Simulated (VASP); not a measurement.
# K8HPt4 (a cell with a defect) in VASP: single point with PBEsol

Aim: the single point of K8HPt4 (a cell with a defect) with PBEsol.

Everything below comes from runs of VASP 6.6.1. Logs are shortened: lines on timing, memory, paths and dates and some standing lists are left out, and cuts for length are marked.

### 1 The cell of the first run

The cell holds a defect, 13 atoms: a = 7.563 Å, b = 7.563 Å, c = 7.563 Å, α = 90.00°, β = 90.00°, γ = 90.00°.

### 2 Single point, PBEsol

Input file INCAR:

```
ALGO = Normal
EDIFF = 1E-6
ENCUT = 520
GGA = PS
ISIF = 2
ISMEAR = -1
LASPH = True
LCHARG = True
LELF = True
LREAL = False
LVHAR = True
LWAVE = False
NBANDS = 68
NELM = 100
PREC = Accurate
SIGMA = 0.1
```

Input file KPOINTS:

```
k-points
0
Gamma
  2 2 2
```

Input file POSCAR:

```
K8HPt4
1.0
    7.5629260000      0.0000000000      0.0000000000
    0.0000000000      7.5629260000      0.0000000000
    0.0000000000      0.0000000000      7.5629260000
K Pt H
8 4 1
Direct
    0.7435749074      0.7532261984      0.7466184384
    0.2336198979      0.2463689318      0.2534774239
    0.2336065433      0.2463943188      0.7460084893
    0.7435934187      0.7532559488      0.2529401980
    0.2336152701      0.7538048105      0.2534708128
    0.7435813864      0.2469226857      0.7466077283
    0.7436010877      0.2468937287      0.2529502470
    0.2336031055      0.7537802168      0.7460143072
   -0.0119427322      0.0000835655     -0.0002409120
    0.4852320385      0.5000782766     -0.0002300697
    0.4893538559      0.0000794666      0.4997655669
   -0.0119636236      0.5000821111      0.4997502289
    0.2733849306      0.5001265383     -0.0003704915
```

Potentials or basis: VASP PAW PBE potentials, release 64 (K_sv, Pt, H).

The run is started by

```console
$ cat potpaw_PBE.64/K_sv/POTCAR potpaw_PBE.64/Pt/POTCAR potpaw_PBE.64/H/POTCAR > POTCAR
$ mpirun -np 1 vasp_std > vasp.out
```

OUTCAR:

```text
EDIFF = 1E-6
   ENCUT = 520
   GGA = PS
   ISIF = 2
   ISMEAR = -1
   LASPH = True
   LREAL = False
   NELM = 100
   PREC = Accurate

 ion  position               nearest neighbor table
   1  0.744  0.753  0.747-  12 3.25   9 3.25  11 3.27  10 3.34   8 3.71   4 3.73   6 3.73
   2  0.234  0.246  0.253-   9 3.26  12 3.26  11 3.27  10 3.31   7 3.71   3 3.72   5 3.73
   3  0.234  0.246  0.746-  12 3.26   9 3.26  11 3.27  10 3.31   6 3.71   2 3.72   8 3.73
   4  0.744  0.753  0.253-  12 3.25   9 3.25  11 3.27  10 3.34   5 3.71   7 3.73   1 3.73
   5  0.234  0.754  0.253-   9 3.26  12 3.26  11 3.27  10 3.31   4 3.71   8 3.73   2 3.73
   6  0.744  0.247  0.747-   9 3.25  12 3.25  11 3.27  10 3.34   3 3.71   7 3.73   1 3.73
   7  0.744  0.247  0.253-  12 3.25   9 3.25  11 3.27  10 3.34   2 3.71   4 3.73   6 3.73
   8  0.234  0.754  0.746-  12 3.26   9 3.26  11 3.27  10 3.31   1 3.71   5 3.73   3 3.73
   9  0.988  0.000  1.000-   7 3.25   6 3.25   4 3.25   1 3.25   5 3.26   2 3.26   8 3.26   3 3.26

  10  0.485  0.500  1.000-  13 1.60   2 3.31   5 3.31   3 3.31   8 3.31   1 3.34   6 3.34   4 3.34
                             7 3.34
  11  0.489  0.000  0.500-   7 3.27   4 3.27   6 3.27   1 3.27   8 3.27   3 3.27   5 3.27   2 3.27

  12  0.988  0.500  0.500-   7 3.25   4 3.25   6 3.25   1 3.25   3 3.26   8 3.26   2 3.26   5 3.26

  13  0.273  0.500  1.000-  10 1.60

  LATTYP: Found a simple cubic cell.
 ALAT       =     7.5629260000

  Lattice vectors:

 A1 = (   7.5629260000,   0.0000000000,   0.0000000000)
 A2 = (   0.0000000000,   7.5629260000,   0.0000000000)
 A3 = (   0.0000000000,   0.0000000000,   7.5629260000)

Analysis of symmetry for initial positions (statically):
=====================================================================
 Subroutine PRICEL returns:
 Original cell was already a primitive cell.

 Routine SETGRP: Setting up the symmetry group for a
 simple cubic supercell.

 Subroutine GETGRP returns: Found  1 space group operations
 (whereof  1 operations were pure point group operations)
 out of a pool of 48 trial point group operations.

The static configuration has the point symmetry C_1 .

Analysis of symmetry for dynamics (positions and initial velocities):
=====================================================================
 Subroutine PRICEL returns:
 Original cell was already a primitive cell.

 Routine SETGRP: Setting up the symmetry group for a
 simple cubic supercell.

 Subroutine GETGRP returns: Found  1 space group operations
 (whereof  1 operations were pure point group operations)
 out of a pool of 48 trial point group operations.

The dynamic configuration has the point symmetry C_1 .

 Subroutine INISYM returns: Found  1 space group operations
 (whereof  1 operations are pure point group operations),
 and found     1 'primitive' translations

----------------------------------------------------------------------------------------

                                     Primitive cell

  volume of cell :     432.5831

  direct lattice vectors                    reciprocal lattice vectors
     7.562926000  0.000000000  0.000000000     0.132223957  0.000000000  0.000000000
     0.000000000  7.562926000  0.000000000     0.000000000  0.132223957  0.000000000
     0.000000000  0.000000000  7.562926000     0.000000000  0.000000000  0.132223957

  length of vectors
     7.562926000  7.562926000  7.562926000     0.132223957  0.132223957  0.132223957

  position of ions in fractional coordinates (direct lattice)
     0.743574907  0.753226198  0.746618438
     0.233619898  0.246368932  0.253477424
     0.233606543  0.246394319  0.746008489
     0.743593419  0.753255949  0.252940198
     0.233615270  0.753804811  0.253470813
     0.743581386  0.246922686  0.746607728
     0.743601088  0.246893729  0.252950247
     0.233603106  0.753780217  0.746014307
     0.988057268  0.000083565  0.999759088
     0.485232039  0.500078277  0.999769930
     0.489353856  0.000079467  0.499765567
     0.988036376  0.500082111  0.499750229
     0.273384931  0.500126538  0.999629508

  ion indices of the primitive-cell ions
   primitive index   ion index
                 1           1
                 2           2
                 3           3
                 4           4
                 5           5
                 6           6
                 7           7
                 8           8
                 9           9
                10          10
                11          11
                12          12
                13          13

----------------------------------------------------------------------------------------

 KPOINTS: k-points

Automatic generation of k-mesh.
 Grid dimensions read from file:
 generate k-points for:    2    2    2

 Generating k-lattice:

  Cartesian coordinates                     Fractional coordinates (reciprocal lattice)
     0.066111978  0.000000000  0.000000000     0.500000000  0.000000000  0.000000000
     0.000000000  0.066111978  0.000000000     0.000000000  0.500000000  0.000000000
     0.000000000  0.000000000  0.066111978     0.000000000  0.000000000  0.500000000

  Length of vectors
     0.066111978  0.066111978  0.066111978

  Shift w.r.t. Gamma in fractional coordinates (k-lattice)
     0.000000000  0.000000000  0.000000000

 Subroutine IBZKPT returns following result:
 ===========================================

 Found      8 irreducible k-points:

 Following reciprocal coordinates:
            Coordinates               Weight
  0.000000  0.000000  0.000000      1.000000
  0.500000  0.000000  0.000000      1.000000
  0.000000  0.500000  0.000000      1.000000
  0.000000  0.000000  0.500000      1.000000
  0.500000  0.500000  0.000000      1.000000
  0.000000  0.500000  0.500000      1.000000
  0.500000  0.000000  0.500000      1.000000
  0.500000  0.500000  0.500000      1.000000
   k-points           NKPTS =      8   k-points in BZ     NKDIM =      8   number of bands    NBANDS=     68
   number of dos      NEDOS =    301   number of ions     NIONS =     13
   total plane-waves  NPLWV = 175616
   dimension x,y,z NGX =    56 NGY =   56 NGZ =   56
   dimension x,y,z NGXF=   112 NGYF=  112 NGZF=  112
   ions per type =               8   4   1
   NGX,Y,Z   is equivalent  to a cutoff of  12.31, 12.31, 12.31 a.u.
   NGXF,Y,Z  is equivalent  to a cutoff of  24.62, 24.62, 24.62 a.u.
 SYSTEM =  unknown system
   PREC   = accura    normal or accurate (medium, high low for compatibility)
   ISTART =      0    job   : 0-new  1-cont  2-samecut
   ICHARG =      2    charge: 1-file 2-atom 10-const
   ISPIN  =      1    spin polarized calculation?
   LNONCOLLINEAR =      F non collinear calculations
   LSORBIT =      F    spin-orbit coupling
   LASPH  =      T    aspherical Exc in radial PAW
   ENCUT  =  520.0 eV  38.22 Ry    6.18 a.u.  14.06 14.06 14.06*2*pi/ulx,y,z
   NELM   =    100;   NELMIN=  2; NELMDL= -5     # of ELM steps
   EDIFF  = 0.1E-05   stopping-criterion for ELM
   LREAL  =      F    real-space projection
   EDIFFG = 0.1E-04   stopping-criterion for IOM
   NSW    =      0    number of steps for IOM
   IBRION =     -1    ionic relax: 0-MD 1-quasi-New 2-CG
   NFREE  =      0    steps in history (QN), initial steepest desc. (CG)
   ISIF   =      2    stress and relaxation
   ISYM   =      2    0-nonsym 1-usesym 2-fastsym
   POTIM  = 0.5000    time-step for ionic-motion
   TEBEG  =    0.0;   TEEND  =   0.0 temperature during run
   PSTRESS=    0.0 pullay stress
   NELECT =     113.0000    total number of electrons
   NUPDOWN=      -1.0000    fix difference up-down
   EMIN   =  10.00;   EMAX   =-10.00  energy-range for DOS
   EFERMI =   0.00;   METHOD = LEGACY
   ISMEAR =    -1;   SIGMA  =   0.10  broadening in eV -4-tet -1-fermi 0-gaus
   EFERMI_NEDOS =   21; number of points for ismear=-14 and -15
   IALGO  =     38    algorithm
   IMIX   =      4    mixing-type and parameters
     AMIX     =   0.40;   BMIX     =  1.00
     AMIX_MAG =   1.60;   BMIX_MAG =  1.00
  volume/ion in A,a.u.               =      33.28       224.55
  Fermi-wavevector in a.u.,A,eV,Ry     =   1.046513  1.977622 14.900946  1.095189
  Thomas-Fermi vector in A             =   2.181354
   LORBIT       =      0    0 simple, 1 ext, 2 COOP (PROOUT), +10 PAW based schemes
   GGA     = PS    functional components
   LHFCALC =     F    Hartree Fock is set to
   AEXX    =    0.0000 exact exchange contribution
   IVDW    =     0    specifies the selected vdW correction
   LEPSILON=     F    determine dielectric tensor
   LRPA    =     F    only Hartree local field effects (RPA)
 non-spin polarized calculation
  energy-cutoff  :      520.00
  volume of cell :      432.58
 maximum number of plane-waves:     11656
   NGX = 29   NGY = 29   NGZ = 29

 number of electron     112.9999987 magnetization

 Free energy of the ion-electron system (eV)
  ---------------------------------------------------
  ext. energy  EPLUGINS =         0.00000000
  ---------------------------------------------------
  free energy    TOTEN  =       -38.46522217 eV

  energy without entropy =      -38.35343740  energy(sigma->0) =      -38.40932979

 E-fermi :   1.3068     XC(G=0):  -7.8265

 val. band max:        1.2587828266   @ k =   0.5000   0.0000   0.5000
 cond. band min:       1.3724422442   @ k =   0.5000   0.0000   0.0000
 fundamental gap:      0.1136594176
 Fermi energy:         1.3067736305

 k-point     1 :       0.0000    0.0000    0.0000
  band No.  band energies     occupation
      1     -29.2697      2.00000
      2     -29.2458      2.00000
      3     -29.2458      2.00000
      4     -29.2306      2.00000
      5     -29.2237      2.00000
      6     -29.2078      2.00000
[... 60 lines left out ...]
     67       4.2929      0.00000
     68       4.2929      0.00000

 k-point     2 :       0.5000    0.0000    0.0000
  band No.  band energies     occupation
      1     -29.2656      2.00000
      2     -29.2424      2.00000
      3     -29.2424      2.00000
      4     -29.2348      2.00000
      5     -29.2203      2.00000
      6     -29.2113      2.00000
[... 60 lines left out ...]
     67       4.1409      0.00000
     68       4.1409      0.00000

 k-point     3 :       0.0000    0.5000    0.0000
  band No.  band energies     occupation
      1     -29.2595      2.00000
      2     -29.2561      2.00000
      3     -29.2364      2.00000
      4     -29.2332      2.00000
      5     -29.2211      2.00000
      6     -29.2175      2.00000
[... 60 lines left out ...]
     67       4.1059      0.00000
     68       4.1123      0.00000

 k-point     4 :       0.0000    0.0000    0.5000
  band No.  band energies     occupation
      1     -29.2595      2.00000
      2     -29.2561      2.00000
      3     -29.2364      2.00000
      4     -29.2331      2.00000
      5     -29.2211      2.00000
      6     -29.2174      2.00000
[... 60 lines left out ...]
     67       4.1057      0.00000
     68       4.1122      0.00000

 k-point     5 :       0.5000    0.5000    0.0000
  band No.  band energies     occupation
      1     -29.2557      2.00000
      2     -29.2524      2.00000
      3     -29.2330      2.00000
      4     -29.2298      2.00000
      5     -29.2249      2.00000
      6     -29.2212      2.00000
[... 60 lines left out ...]
     67       4.3964      0.00000
     68       4.4538      0.00000

 k-point     6 :       0.0000    0.5000    0.5000
  band No.  band energies     occupation
      1     -29.2496      2.00000
      2     -29.2463      2.00000
      3     -29.2463      2.00000
      4     -29.2430      2.00000
      5     -29.2117      2.00000
      6     -29.2080      2.00000
[... 60 lines left out ...]
     67       4.3977      0.00000
     68       4.5114      0.00000

 k-point     7 :       0.5000    0.0000    0.5000
  band No.  band energies     occupation
      1     -29.2557      2.00000
      2     -29.2524      2.00000
      3     -29.2330      2.00000
      4     -29.2298      2.00000
      5     -29.2249      2.00000
      6     -29.2212      2.00000
[... 60 lines left out ...]
     67       4.3966      0.00000
     68       4.4540      0.00000

 k-point     8 :       0.5000    0.5000    0.5000
  band No.  band energies     occupation
      1     -29.2459      2.00000
      2     -29.2428      2.00000
      3     -29.2428      2.00000
      4     -29.2394      2.00000
      5     -29.2154      2.00000
      6     -29.2116      2.00000
[... 60 lines left out ...]
     67       4.4602      0.00000
     68       4.5163      0.00000

------------------------ aborting loop because EDIFF is reached ----------------------------------------

  FORCE on cell =-STRESS in cart. coord.  units (eV):
  Direction    XX          YY          ZZ          XY          YZ          ZX
  --------------------------------------------------------------------------------------
  -------------------------------------------------------------------------------------
  Total       -0.5247567     -0.1041271     -0.1039669     -0.0001908      0.0000004      0.0006732
  in kB       -1.9435646     -0.3856601     -0.3850668     -0.0007065      0.0000015      0.0024933
  external PRESSURE =      -0.9047638 kB  Pullay stress =       0.0000000 kB

 VOLUME and BASIS-vectors are now :
 -----------------------------------------------------------------------------
  energy-cutoff  :      520.00
  volume of cell :      432.58
      direct lattice vectors                 reciprocal lattice vectors
     7.562926000  0.000000000  0.000000000     0.132223957  0.000000000  0.000000000
     0.000000000  7.562926000  0.000000000     0.000000000  0.132223957  0.000000000
     0.000000000  0.000000000  7.562926000     0.000000000  0.000000000  0.132223957

 POSITION                                       TOTAL-FORCE (eV/Angst)
 -----------------------------------------------------------------------------------
      5.62360      5.69659      5.64662        -0.006179      0.007959     -0.007791
      1.76685      1.86327      1.91703         0.008505      0.009611     -0.009867
      1.76675      1.86346      5.64201         0.008457      0.008777      0.009616
      5.62374      5.69682      1.91297        -0.006248      0.007724      0.007711
      1.76682      5.70097      1.91698         0.008488     -0.009543     -0.009599
      5.62365      1.86746      5.64654        -0.006206     -0.007909     -0.007715
      5.62380      1.86724      1.91304        -0.006293     -0.007697      0.007603
      1.76672      5.70078      5.64205         0.008439     -0.008708      0.009371
      7.47260      0.00063      7.56110        -0.000094     -0.000006     -0.000089
      3.66977      3.78206      7.56119         0.043679      0.000028     -0.000095
      3.70095      0.00060      3.77969         0.006371     -0.000006      0.000047
      7.47245      3.78208      3.77957        -0.000015      0.000019      0.000058
      2.06759      3.78242      7.56012        -0.058905     -0.000249      0.000751
 -----------------------------------------------------------------------------------
    total drift:                               -0.000426      0.000003     -0.000146

  FREE ENERGIE OF THE ION-ELECTRON SYSTEM (eV)
  ---------------------------------------------------
  free  energy   TOTEN  =       -38.4652221711 eV

  energy  without entropy=      -38.3534374034  energy(sigma->0) =      -38.40932979
```

Run time: 2.9 min. Hardware: 1 thread of AMD EPYC 9R45 (Zen 5), shared host; peak memory 0.51 GiB.

What came out:

* Free energy: -38.4652 eV
* Pressure: -0.1 GPa
* Largest force: 0.059 eV/Å
* Band gap on the k mesh: zero (an odd number of electrons rules out a gap without spin polarisation)

Forces in eV/Å, atoms in the order of the input:
```
K   -0.006  0.008 -0.008
K    0.009  0.010 -0.010
K    0.008  0.009  0.010
K   -0.006  0.008  0.008
K    0.008 -0.010 -0.010
K   -0.006 -0.008 -0.008
K   -0.006 -0.008  0.008
K    0.008 -0.009  0.009
Pt   0.000  0.000  0.000
Pt   0.044  0.000  0.000
Pt   0.006  0.000  0.000
Pt   0.000  0.000  0.000
H   -0.059  0.000  0.001
```

Caveat: the k points lie up to 0.42 Å⁻¹ apart, too coarse for converged energies and pressures of a metal; the PAW data sets were made with another functional, which shifts forces and pressure a little; spin-orbit coupling is left out, which moves the levels of the heavy elements.
